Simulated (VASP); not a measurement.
Input of a VASP 6.6.1 run:

File INCAR:

```
SYSTEM = CoSn2
PREC     = Accurate       ! precision mode
ENCUT    = 520            ! plane-wave cutoff, eV
EDIFF    = 1E-6           ! SCF threshold, eV
ISMEAR   = 0              ! smearing method
SIGMA    = 0.1            ! smearing width, eV
LREAL    = .FALSE.        ! projectors in reciprocal space
LASPH    = .TRUE.         ! aspherical terms in the spheres
NELM     = 100            ! most SCF steps
ALGO     = Normal         ! electronic algorithm
ISIF     = 2              ! what is computed and relaxed
LWAVE    = .FALSE.        ! write WAVECAR
LCHARG   = .TRUE.         ! write CHGCAR
GGA      = PS             ! functional
LELF     = .TRUE.         ! ELF
LVHAR    = .TRUE.       
NBANDS   = 46             ! bands
```

KPOINTS

```
Automatic mesh
0
Gamma
  4 4 4
  0.5 0.5 0.5
```

File POSCAR:

```
CoSn2
1.0
   -3.1825000000      3.1825000000      2.7285000000
    3.1825000000     -3.1825000000      2.7285000000
    3.1825000000      3.1825000000     -2.7285000000
Co Sn
2 4
Direct
    0.2500000000      0.2500000000      0.0000000000
    0.7500000000      0.7500000000      0.0000000000
    0.6580000000      0.1580000000      0.8160000000
    0.1580000000      0.3420000000      0.5000000000
    0.3420000000      0.8420000000      0.1840000000
    0.8420000000      0.6580000000      0.5000000000
```

Potentials or basis: VASP PAW PBE potentials, release 64 (Co, Sn_d).

Command:

```console
$ cat potpaw_PBE.64/Co/POTCAR potpaw_PBE.64/Sn_d/POTCAR > POTCAR
$ mpirun -np 1 vasp_std > vasp.out
```

(1) What does it give for the pressure?

(2) Estimate the largest force.

(3) Estimate the band gap on the k mesh.

Results:

(1) -4.3 GPa.

(2) 0.873 eV/Å.

(3) zero (band 37 reaches 10.75 eV, above the bottom of band 38 at 9.83 eV).

Caveat: the k points lie up to 0.38 Å⁻¹ apart; the PAW data sets were made with another functional, which shifts forces and pressure a little; spin-orbit coupling is left out, which moves the levels of the heavy elements.
